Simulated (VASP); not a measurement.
Write the native input for VASP 6.6.1 that does the following.

* Task: single point
* Functional: PBEsol
* Potentials or basis: VASP PAW PBE potentials, release 64 (Sr_sv, Ir)
* Cutoff: 520 eV
* k mesh: 6 × 6 × 6
* Occupations: methfessel-paxton, width 0.1 eV
* Spin: no spin polarisation
* Dipole correction: no
* Further INCAR settings: ALGO = Normal; EDIFF = 1e-06; NBANDS = 22

The structure of Sr2Ir lies in POSCAR:

```
Sr2Ir
1.0
    0.0000000000      3.7060937963      3.7060937963
    3.7060937963      0.0000000000      3.7060937963
    3.7060937963      3.7060937963      0.0000000000
Sr Ir
2 1
Direct
    0.7500000000      0.7500000000      0.7500000000
    0.2500000000      0.2500000000      0.2500000000
    0.0000000000      0.0000000000      0.0000000000
```

One way to write it, as run:

INCAR

```
SYSTEM = Sr2Ir
PREC = Accurate ; ENCUT = 520
EDIFF = 1E-6 ; ISMEAR = 1
SIGMA = 0.1 ; LREAL = .FALSE.
LASPH = .TRUE. ; NELM = 80
ALGO = Normal ; ISIF = 2
LWAVE = .FALSE. ; LCHARG = .TRUE.
GGA = PS ; LELF = .TRUE.
LVHAR = .TRUE. ; NBANDS = 22
```

KPOINTS

```
Automatic mesh
0
G
  6 6 6
  0 0 0
```

Potentials or basis: VASP PAW PBE potentials, release 64 (Sr_sv, Ir).

Launch:

```bash
$ cat potpaw_PBE.64/Sr_sv/POTCAR potpaw_PBE.64/Ir/POTCAR > POTCAR
$ mpirun -np 1 vasp_std > vasp.out
```

Results of the run:

The pressure is -3.8 GPa.

Caveat: the PAW data sets were made with another functional, which shifts forces and pressure a little.

It took 35 s on 1 thread of Intel(R) Xeon(R) Platinum 8559C (Emerald Rapids), with other jobs on the host, peak memory 0.24 GiB.
